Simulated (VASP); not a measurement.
# GaN (F-43m) in VASP: dielectric tensor with PBE

Aim: the dielectric tensor of GaN with PBE.

All numbers are computed with VASP 6.6.1; they aren't measurements. Logs are shortened: lines on timing, memory, paths and dates and some standing lists are left out, and cuts for length are marked.

## Step 1: The cell of the first run

The structure is cubic, space group F-43m (No. 216). Conventional cell: a = 4.507 Å, b = 4.507 Å, c = 4.507 Å, α = 90.00°, β = 90.00°, γ = 90.00°. Ga (site symmetry -43m) has 4 N at 1.95 Å within 2.6 Å. N (site symmetry -43m) has 4 Ga at 1.95 Å within 2.6 Å.

## Step 2: Dielectric tensor, PBE

File INCAR:

```
SYSTEM = GaN
PREC     = Accurate       ! precision mode
ENCUT    = 520            ! plane-wave cutoff, eV
EDIFF    = 1E-8           ! SCF threshold, eV
ISMEAR   = 0              ! smearing method
SIGMA    = 0.01           ! smearing width, eV
LREAL    = .FALSE.        ! projectors in reciprocal space
LASPH    = .TRUE.         ! aspherical terms in the spheres
NELM     = 120            ! most SCF steps
ALGO     = Normal         ! electronic algorithm
ISIF     = 2              ! what is computed and relaxed
LWAVE    = .FALSE.        ! write WAVECAR
LCHARG   = .FALSE.        ! write CHGCAR
GGA      = PE             ! functional
LEPSILON = .TRUE.         ! dielectric tensor by DFPT
ISYM     = 0            
GGA_COMPAT= .FALSE.
```

File KPOINTS:

```
Automatic mesh
0
Gamma
  4 4 4
  0.5 0.5 0.5
```

File POSCAR:

```
GaN
1.0
    0.0000000000      2.2535006050      2.2535006050
    2.2535006050      0.0000000000      2.2535006050
    2.2535006050      2.2535006050      0.0000000000
Ga N
1 1
Direct
    0.0000000000      0.0000000000      0.0000000000
    0.2500000000      0.2500000000      0.2500000000
```

Potentials or basis: VASP PAW PBE potentials, release 64 (Ga_d, N).

Run with:

```sh
cat potpaw_PBE.64/Ga_d/POTCAR potpaw_PBE.64/N/POTCAR > POTCAR
mpirun -np 1 vasp_std > vasp.out
```

OUTCAR:

```text
SYSTEM = GaN
   PREC = Accurate
   ENCUT = 520
   EDIFF = 1E-8
   ISMEAR = 0
   LREAL = .FALSE.
   LASPH = .TRUE.
   NELM = 120
   ISIF = 2
   GGA = PE
   LEPSILON = .TRUE.
   ISYM = 0

 ion  position               nearest neighbor table
   1  0.000  0.000  0.000-   2 1.95   2 1.95   2 1.95   2 1.95
   2  0.250  0.250  0.250-   1 1.95   1 1.95   1 1.95   1 1.95

IMPORTANT INFORMATION: All symmetrisations will be switched off!
NOSYMM: (Re-)initialisation of all symmetry stuff for point group C_1.

----------------------------------------------------------------------------------------

                                     Primitive cell

  volume of cell :      22.8877

  direct lattice vectors                    reciprocal lattice vectors
     0.000000000  2.253500605  2.253500605    -0.221877021  0.221877021  0.221877021
     2.253500605  0.000000000  2.253500605     0.221877021 -0.221877021  0.221877021
     2.253500605  2.253500605  0.000000000     0.221877021  0.221877021 -0.221877021

  length of vectors
     3.186931118  3.186931118  3.186931118     0.384302273  0.384302273  0.384302273

  position of ions in fractional coordinates (direct lattice)
     0.000000000  0.000000000  0.000000000
     0.250000000  0.250000000  0.250000000

  ion indices of the primitive-cell ions
   primitive index   ion index
                 1           1
                 2           2

----------------------------------------------------------------------------------------

 KPOINTS: Automatic mesh

Automatic generation of k-mesh.
 Grid dimensions read from file:
 generate k-points for:    4    4    4

 Generating k-lattice:

  Cartesian coordinates                     Fractional coordinates (reciprocal lattice)
    -0.055469255  0.055469255  0.055469255     0.250000000  0.000000000  0.000000000
     0.055469255 -0.055469255  0.055469255     0.000000000  0.250000000  0.000000000
[... 504 lines left out ...]
  volume of cell :       22.89
      direct lattice vectors                 reciprocal lattice vectors
     0.000000000  2.253500605  2.253500605    -0.221877021  0.221877021  0.221877021
     2.253500605  0.000000000  2.253500605     0.221877021 -0.221877021  0.221877021
     2.253500605  2.253500605  0.000000000     0.221877021  0.221877021 -0.221877021

 POSITION                                       TOTAL-FORCE (eV/Angst)
 -----------------------------------------------------------------------------------
      0.00000      0.00000      0.00000        -0.000000     -0.000001     -0.000000
      1.12675      1.12675      1.12675         0.000000      0.000001      0.000000
 -----------------------------------------------------------------------------------
    total drift:                                0.000004      0.000004      0.000003

  FREE ENERGIE OF THE ION-ELECTRON SYSTEM (eV)
  ---------------------------------------------------
  free  energy   TOTEN  =       -12.1430794556 eV

  energy  without entropy=      -12.1430794556  energy(sigma->0) =      -12.14307946

 HEAD OF MICROSCOPIC STATIC DIELECTRIC TENSOR (INDEPENDENT PARTICLE, excluding Hartree and local field effects)
 ------------------------------------------------------
           6.040021     0.000006    -0.000000
           0.000006     6.040020    -0.000000
           0.000000    -0.000000     6.040019
 ------------------------------------------------------

 Free energy of the ion-electron system (eV)
  ---------------------------------------------------
  ---------------------------------------------------
  free energy    TOTEN  =        -0.33586091 eV

  energy without entropy =       -0.33586091

------------------------ aborting loop because EDIFF is reached ----------------------------------------

--------------------------------------- Ionic step        2  -------------------------------------------

------------------------ aborting loop because EDIFF is reached ----------------------------------------

--------------------------------------- Ionic step        3  -------------------------------------------

 Free energy of the ion-electron system (eV)
  ---------------------------------------------------
  ---------------------------------------------------
  free energy    TOTEN  =        -0.33586112 eV

  energy without entropy =       -0.33586112

------------------------ aborting loop because EDIFF is reached ----------------------------------------

 PIEZOELECTRIC TENSOR FIELD DIRECTION 3  (e Angst)
 -----------------------------------------------------------------------------
     0.00101 -1.47350  0.00000           ( -0.00002 -0.10188  0.00000)
    -1.47350  0.00101  0.00000           ( -0.10188 -0.00002  0.00000)
    -0.00000  0.00000 -0.00259           (  0.00000  0.00000 -0.00002)

 PIEZOELECTRIC TENSOR FIELD DIRECTION 3  (C/m^2)
 -----------------------------------------------------------------------------
     0.00071 -1.03147  0.00000
    -1.03147  0.00071  0.00000
    -0.00000  0.00000 -0.00181

 MACROSCOPIC STATIC DIELECTRIC TENSOR (including local field effects in DFT)
 ------------------------------------------------------
           5.908258    -0.000004     0.000000
          -0.000004     5.908258    -0.000000
           0.000000    -0.000000     5.908258
 ------------------------------------------------------

 PIEZOELECTRIC TENSOR (including local field effects)  for field in x, y, z        (e  Angst)
          XX          YY          ZZ          XY          YZ          ZX
  --------------------------------------------------------------------------------
  x    -0.00001    -0.00001    -0.00001    -0.00000    -1.47349     0.00051
  y    -0.00001    -0.00001    -0.00001     0.00000     0.00052    -1.47350
  z     0.00101     0.00101    -0.00259    -1.47350     0.00000     0.00000

 PIEZOELECTRIC TENSOR (including local field effects)  for field in x, y, z        (C/m^2)
          XX          YY          ZZ          XY          YZ          ZX
  --------------------------------------------------------------------------------
  x    -0.00000    -0.00001    -0.00001    -0.00000    -1.03147     0.00036
  y    -0.00001    -0.00001    -0.00001     0.00000     0.00037    -1.03147
  z     0.00071     0.00071    -0.00181    -1.03147     0.00000     0.00000

 BORN EFFECTIVE CHARGES (including local field effects) (in |e|, cummulative output)
 ---------------------------------------------------------------------------------
 ion    1
    1     2.67176    -0.00013    -0.00000
    2    -0.00013     2.67176    -0.00000
    3     0.00000    -0.00000     2.67177
 ion    2
    1    -2.67176     0.00013     0.00000
    2     0.00013    -2.67176     0.00000
    3    -0.00000     0.00000    -2.67177
```

OSZICAR:

```text
N       E                     dE             d eps       ncg     rms          rms(c)
DAV:   1     0.860291897102E+02    0.86029E+02   -0.97980E+03  3594   0.246E+03
DAV:   2    -0.725741834498E+01   -0.93287E+02   -0.88373E+02  3786   0.354E+02
DAV:   3    -0.140332946780E+02   -0.67759E+01   -0.67327E+01  3743   0.877E+01
DAV:   4    -0.141421864584E+02   -0.10889E+00   -0.10881E+00  3986   0.119E+01
[... 11 lines left out ...]
RMM:   7    -0.335846958590E+00   -0.32524E-03   -0.45272E-06  6891   0.185E-02    0.247E-03
RMM:   8    -0.335855487952E+00   -0.85294E-05   -0.95245E-07  6912   0.640E-03    0.566E-04
RMM:   9    -0.335865802548E+00   -0.10315E-04   -0.11271E-07  6967   0.163E-03    0.292E-04
RMM:  10    -0.335861564054E+00    0.42385E-05   -0.63677E-08  6873   0.754E-04    0.646E-05
RMM:  11    -0.335860759989E+00    0.80406E-06   -0.39125E-08  6257   0.226E-04    0.179E-05
RMM:  12    -0.335861122633E+00   -0.36264E-06   -0.31738E-09  4336   0.922E-05    0.619E-06
```

Run time: 3.4 min. Hardware: 1 thread of Intel Xeon Platinum 8259CL at 2.50GHz (Skylake/Cascade Lake), shared host; peak memory 0.24 GiB.

What came out:

- Band gap on the k mesh: 3.04 eV
- Electronic dielectric tensor (diagonal): 5.91
- Born charges (mean of the diagonal): Ga +2.67; N -2.67 e

Levels at points of the mesh, in eV from the valence-band top:
```
           k point  band 6  band 7  band 8  band 9  band 10  band 11  band 12  band 13
(0.12, 0.12, 0.12)  -12.96   -1.36    0.00    0.00     3.04     9.76    10.70    10.70
```

Electronic dielectric tensor:
```
5.91 0.00 0.00
0.00 5.91 0.00
0.00 0.00 5.91
```

Born effective charge tensors (e):
atom 1, Ga
```
2.67 0.00 0.00
0.00 2.67 0.00
0.00 0.00 2.67
```
atom 2, N
```
-2.67  0.00  0.00
 0.00 -2.67  0.00
 0.00  0.00 -2.67
```

Caveat: the k points lie up to 0.60 Å⁻¹ apart; a shifted mesh leaves out Γ, where band edges can lie. A k mesh can miss the band edges.
